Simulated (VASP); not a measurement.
ZrTi2C3:

```
Zr Ti C
1.0
     3.40693    0.00000    0.00000
    -1.70346    2.95049    0.00000
     0.00000    0.00000    8.34524
Zr Ti C
1 2 3
Direct
  0.00000 0.00000 0.50000
  0.33333 0.66667 0.16667
  0.66667 0.33333 0.83333
  0.33333 0.66667 0.66667
  0.66667 0.33333 0.33333
  0.00000 0.00000 0.00000
```

| Quantity | Value |
| --- | --- |
| Program | VASP 6.6.1 |
| Task | relaxation of cell and atoms |
| Functional | PBE |
| Potentials or basis | VASP PAW PBE potentials, release 64 (Zr_sv, Ti_sv, C) |
| Cutoff | 600 eV |
| k mesh | 6 × 6 × 2 |
| Occupations | gaussian, width 0.1 eV |
| Spin | no spin polarisation |

At the start: pressure -32.4 GPa; volume 13.98 Å³/atom.

Q: How do energy, volume and symmetry change on relaxing?

A: Over 11 steps the energy falls by 375.3 meV/atom and the volume is 11.14 Å³/atom (-20.3 %); space group P-3m1 (No. 164, to 0.1 Å) before and after.

Step by step:
```
step  energy change (eV)  largest force (eV/Å)  pressure (GPa)  volume (Å³)
   1              0.0000                0.8229          -32.40        83.89
   2              0.6192                2.4307           79.75        54.02
   3             -2.0560                1.5552           -1.48        67.85
   4             -2.0607                1.5841            0.36        67.31
   5             -2.0606                1.6006            1.44        67.00
   6             -2.2322                0.4317            1.85        66.50
   7             -2.2471                0.1378            2.12        66.30
   8             -2.2446                0.0684           -2.70        67.68
   9             -2.2515                0.0429           -0.08        66.91
  10             -2.2515                0.0448           -0.04        66.90
  11             -2.2516                0.0115            0.03        66.87
```

Final structure:
```
CELL_PARAMETERS angstrom
3.16898 0.00000 0.00000
-1.58449 2.74442 0.00000
0.00000 0.00000 7.68872
ATOMIC_POSITIONS crystal
Zr 0.00000 0.00000 0.50000
Ti 0.33333 0.66667 0.15934
Ti 0.66667 0.33333 0.84066
C 0.33333 0.66667 0.68177
C 0.66667 0.33333 0.31823
C 0.00000 0.00000 0.00000
```

Caveat: the k points lie up to 0.41 Å⁻¹ apart in the final cell, too coarse for converged energies and pressures of a metal; the volume moved by over 15 % at a fixed basis, so the end points are rough.
